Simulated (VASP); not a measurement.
# MoH5 (P4/mmm) in VASP: a series of runs, part 2 of 2

VASP 6.6.1. Earlier steps stand in the parts before.

**3. Relaxation of cell and atoms, PBE**

This run uses another cell than the first one, of 9.28 Å³/atom, 1.737 times its volume.

Contents of INCAR:

```
PREC = Accurate
ENCUT = 600
EDIFF = 1E-6
ISMEAR = 0
SIGMA = 0.1
LREAL = F
LASPH = T
NELM = 80
ALGO = Normal
ISIF = 3
LWAVE = F
LCHARG = F
GGA = PE
IBRION = 2
NSW = 90
EDIFFG = -0.04
```

Contents of KPOINTS:

```
Automatic mesh
0
Gamma
  6 6 4
```

Contents of POSCAR:

```
MoH5
1.0
    3.6384385600      0.0000000000      0.0000000000
    0.0000000000      3.6384385600      0.0000000000
    0.0000000000      0.0000000000      4.2039072600
H Mo
5 1
Direct
    0.0000000000      0.5000000000      0.5000000000
    0.5000000000      0.0000000000      0.5000000000
    0.0000000000      0.0000000000      0.6689917400
    0.0000000000      0.0000000000      0.3310082600
    0.5000000000      0.5000000000      0.5000000000
    0.5000000000      0.5000000000      0.0000000000
```

Potentials or basis: VASP PAW PBE potentials, release 64 (H, Mo_sv).

Started as:

```console
$ cat potpaw_PBE.64/H/POTCAR potpaw_PBE.64/Mo_sv/POTCAR > POTCAR
$ mpirun -np 1 vasp_std > vasp.out
```

OUTCAR:

```text
PREC = Accurate
   ENCUT = 600
   EDIFF = 1E-6
   ISMEAR = 0
   LREAL = F
   LASPH = T
   NELM = 80
   ISIF = 3
   GGA = PE
   IBRION = 2
   NSW = 90
   EDIFFG = -0.04

 ion  position               nearest neighbor table
   1  0.000  0.500  0.500-
   2  0.500  0.000  0.500-
   3  0.000  0.000  0.669-
   4  0.000  0.000  0.331-
   5  0.500  0.500  0.500-   6 2.10   6 2.10
   6  0.500  0.500  0.000-   5 2.10   5 2.10

  LATTYP: Found a simple tetragonal cell.
 ALAT       =     3.6384385600
 C/A-ratio  =     1.1554152120

  Lattice vectors:

 A1 = (   3.6384385600,   0.0000000000,   0.0000000000)
 A2 = (   0.0000000000,   3.6384385600,   0.0000000000)
 A3 = (   0.0000000000,   0.0000000000,   4.2039072600)

Analysis of symmetry for initial positions (statically):
[... 189 lines left out ...]
 fundamental gap:      0.0043606533
 Fermi energy:         2.2962406428
[... 881 lines left out ...]
      2     -25.6310      2.00000
      3     -25.0065      2.00000
      4     -24.1547      2.00000
      5      -0.7997      2.00000
      6       1.2056      2.00000
      7       5.5001      2.00000
      8       6.6412      2.00000
      9      10.2673      2.00000
     10      10.5243      1.99848
     11      11.7056      0.00000
     12      13.0592      0.00000
     13      15.7627      0.00000

 [... further k-points ...]

[... ionic steps 4 to 33 ...]

--------------------------------------- Ionic step       34  -------------------------------------------

 number of electron      19.0000002 magnetization

------------------------ aborting loop because EDIFF is reached ----------------------------------------
[... 75 lines left out ...]
--------------------------------------- Ionic step       36  -------------------------------------------

 number of electron      19.0000002 magnetization

 Free energy of the ion-electron system (eV)
  ---------------------------------------------------
  ext. energy  EPLUGINS =         0.00000000
  ---------------------------------------------------
  free energy    TOTEN  =       -23.28416248 eV

  energy without entropy =      -23.27496897  energy(sigma->0) =      -23.27956573

 E-fermi :   7.6891     XC(G=0): -11.8145

 val. band max:        7.6346384148   @ k =   0.1667   0.0000   0.2500
 cond. band min:       7.6979576382   @ k =   0.5000   0.1667   0.5000
 fundamental gap:      0.0633192234
 Fermi energy:         7.6890617157
[... 417 lines left out ...]
  FREE ENERGIE OF THE ION-ELECTRON SYSTEM (eV)
  ---------------------------------------------------
  free  energy   TOTEN  =       -23.2841624776 eV

  energy  without entropy=      -23.2749689732  energy(sigma->0) =      -23.27956573

 reached required accuracy - stopping structural energy minimisation
```

Run time: 5.6 min. Hardware: 1 thread of Intel Xeon Platinum 8559C (Emerald Rapids), shared host; peak memory 0.2 GiB.

What came out:

* Free energy: -23.2842 eV
* Relaxed volume: 5.35 Å³/atom
* Relaxed cell: a = 3.052 Å, b = 3.052 Å, c = 3.444 Å, α = 90.00°, β = 90.00°, γ = 90.00°
* Space group after relaxing (to 0.05 Å): P4/mmm (No. 123)
* Energy gained by relaxing: 802.8 meV/atom
* Ionic steps: 36
* Pressure after relaxing: -0.2 GPa
* Largest force after relaxing: 0.006 eV/Å

Forces in eV/Å, atoms in the order of the input:
```
H    0.000  0.000  0.000
H    0.000  0.000  0.000
H    0.000  0.000 -0.006
H    0.000  0.000  0.006
H    0.000  0.000  0.000
Mo   0.000  0.000  0.000
```

Stress tensor (GPa, compression positive):
```
-0.38  0.00  0.00
 0.00 -0.38  0.00
 0.00  0.00  0.02
```

The path:
```csv
step,energy change (eV),largest force (eV/Å),pressure (GPa),volume (Å³)
1,0.0000,0.2439,-28.26,55.65
2,-2.2825,0.0864,-25.89,43.45
3,-3.3615,0.3398,-11.70,35.35
4,-3.4174,0.6535,3.21,31.88
5,-3.4440,0.5332,-3.01,33.09
6,-3.4419,0.5693,-1.20,32.72
7,-3.5764,0.9058,-0.88,31.74
8,-3.9683,1.6449,8.35,28.76
9,-2.8018,0.1497,82.93,22.74
10,-4.0849,1.6252,14.08,27.85
11,-3.9350,0.7327,38.35,25.29
12,-4.1193,1.3335,20.54,26.99
13,-4.1936,1.1025,20.00,27.01
14,-4.3111,0.5625,20.40,27.05
15,-4.3162,0.2804,21.14,27.05
16,-4.4089,0.3438,14.74,27.80
17,-4.5336,0.5335,-0.59,30.05
18,-4.5352,0.5456,-2.06,30.33
19,-4.5586,0.5038,-2.10,30.37
20,-4.6140,0.3410,-2.00,30.46
21,-4.6758,0.1364,-1.85,30.62
22,-4.7827,0.2691,3.79,30.81
23,21.5999,226.3326,120.77,30.60
24,-4.7425,0.5412,1.88,30.82
25,-4.2096,5.4160,19.61,30.81
26,-4.7498,0.5785,2.39,30.82
27,-4.7681,0.4420,8.04,30.83
28,-4.7862,0.3826,4.59,30.83
29,-4.7876,0.0188,6.49,30.83
30,-4.7906,0.1686,5.68,30.83
31,-4.7594,1.2237,2.17,32.41
32,-4.8039,0.2362,3.92,31.43
33,-4.8127,0.1731,-2.36,32.46
34,-4.8165,0.0407,-0.18,32.09
35,-4.8165,0.0457,-0.29,32.10
36,-4.8170,0.0058,-0.25,32.08
```

Final structure:
```cif
data_structure
_symmetry_space_group_name_H-M 'P 1'
_symmetry_Int_Tables_number 1
_cell_length_a 3.0519
_cell_length_b 3.0519
_cell_length_c 3.4441
_cell_angle_alpha 90.000
_cell_angle_beta 90.000
_cell_angle_gamma 90.000
_cell_volume 32.08
loop_
_atom_site_label
_atom_site_type_symbol
_atom_site_fract_x
_atom_site_fract_y
_atom_site_fract_z
_atom_site_occupancy
H1 H 0.00000 0.50000 0.50000 1
H2 H 0.50000 0.00000 0.50000 1
H3 H 0.00000 0.00000 0.86531 1
H4 H 0.00000 0.00000 0.13469 1
H5 H 0.50000 0.50000 0.50000 1
Mo1 Mo 0.50000 0.50000 0.00000 1
```

Levels at points of the mesh, in eV from the Fermi level:
```csv
k point,band 7,band 8,band 9,band 10,band 11,band 12
"(0.00, 0.00, 0.00)",-4.22,0.62,0.62,1.29,1.47,2.01
"(0.50, 0.00, 0.00)",-4.19,-2.60,-2.54,-0.92,0.87,2.78
"(0.50, 0.50, 0.00)",-4.61,-4.61,-1.26,-1.26,2.71,3.95
"(0.00, 0.00, 0.50)",-2.84,-0.72,-0.72,0.10,0.25,1.37
"(0.50, 0.00, 0.50)",-7.49,-3.21,-0.68,-0.22,0.67,3.89
"(0.50, 0.50, 0.50)",-6.38,-4.14,-0.38,0.73,2.77,4.37
```

Caveat: the k points lie up to 0.46 Å⁻¹ apart in the final cell; the volume moved by over 15 % at a fixed basis, so the end points are rough.

**4. Single point, PBE**

This run uses another cell than the first one, of 5.25 Å³/atom, 0.984 times its volume.

Contents of INCAR:

```
SYSTEM = MoH5
  PREC = Accurate
  ENCUT = 520
  EDIFF = 1E-6
  ISMEAR = 0
  SIGMA = 0.1
  LREAL = .FALSE.
  LASPH = .TRUE.
  NELM = 80
  ALGO = Normal
  ISIF = 2
  LWAVE = .FALSE.
  LCHARG = .FALSE.
  GGA = PE
  NBANDS = 18
```

Contents of KPOINTS:

```
Automatic mesh
0
G
  12 12 12
  0 0 0
```

Contents of POSCAR:

```
MoH5
1.0
    3.0124180081      0.0000000000      0.0000000000
    0.0000000000      3.0124180081      0.0000000000
    0.0000000000      0.0000000000      3.4741410195
H Mo
5 1
Direct
    0.0000000000      0.5000000000      0.5000000000
    0.5000000000      0.0000000000      0.5000000000
    0.0000000000      0.0000000000      0.8599335110
    0.0000000000      0.0000000000      0.1400664890
    0.5000000000      0.5000000000      0.5000000000
    0.5000000000      0.5000000000      0.0000000000
```

Started as:

```console
$ cat potpaw_PBE.64/H/POTCAR potpaw_PBE.64/Mo_sv/POTCAR > POTCAR
$ mpirun -np 1 vasp_std > vasp.out
```

Run time: 36 s. Hardware: 1 thread of Intel Xeon Platinum 8559C (Emerald Rapids), shared host; peak memory 0.21 GiB.

The run converged. Its results:

```
Free energy   : -23.3205 eV
Pressure      : -0.1 GPa
Largest force : 0.003 eV/Å
```

Forces on the atoms (eV/Å):
```
H    0.000  0.000  0.000
H    0.000  0.000  0.000
H    0.000  0.000  0.003
H    0.000  0.000 -0.003
H    0.000  0.000  0.000
Mo   0.000  0.000  0.000
```

Levels at points of the mesh, in eV from the Fermi level:
```csv
k point,band 6,band 7,band 8,band 9,band 10,band 11,band 12,band 13,band 14,band 15
"(0.00, 0.00, 0.00)",-9.01,-4.21,0.67,0.67,1.00,1.40,2.47,3.25,7.02,7.09
"(0.50, 0.00, 0.00)",-10.04,-4.13,-2.81,-2.48,-0.91,0.95,2.94,6.65,7.17,8.74
"(0.50, 0.50, 0.00)",-7.91,-4.52,-4.52,-1.35,-1.35,2.90,3.80,4.20,5.73,8.31
"(0.00, 0.00, 0.50)",-10.47,-2.96,-0.58,-0.58,0.16,0.32,1.45,1.46,7.14,10.37
"(0.50, 0.00, 0.50)",-8.10,-7.57,-3.30,-0.69,-0.06,0.63,3.43,3.89,5.19,5.78
"(0.50, 0.50, 0.50)",-6.36,-6.36,-4.12,-0.61,0.75,2.94,3.81,3.81,4.36,4.36
```

**5. The runs side by side**

```csv
task,cell,k mesh,cutoff (eV),gap on the mesh (eV),pressure (GPa),relaxed volume (Å³/atom),largest force (eV/Å)
relaxation of cell and atoms,"relaxed from a = 3.051, b = 3.051, c = 3.443 Å, 6 atoms",6 × 6 × 6,600,none,-0.5,5.33,0.02
relaxation of cell and atoms,"relaxed from a = 3.638, b = 3.638, c = 4.204 Å, 6 atoms",6 × 6 × 4,600,none,-0.2,5.35,0.01
single point,"a = 3.012, b = 3.012, c = 3.474 Å, 6 atoms",12 × 12 × 12,520,none,-0.1,-,-
```

Alike in all rows: level PBE; potentials or basis VASP PAW PBE potentials, release 64 (H, Mo_sv); no spin polarisation; smearing gaussian 0.1 eV.

Caveats: some runs use coarse meshes; the volume moved by over 15 % at a fixed basis, so the end points are rough (some runs).

Total energies depend on the potentials used, so only differences within one code and one set of settings carry meaning.
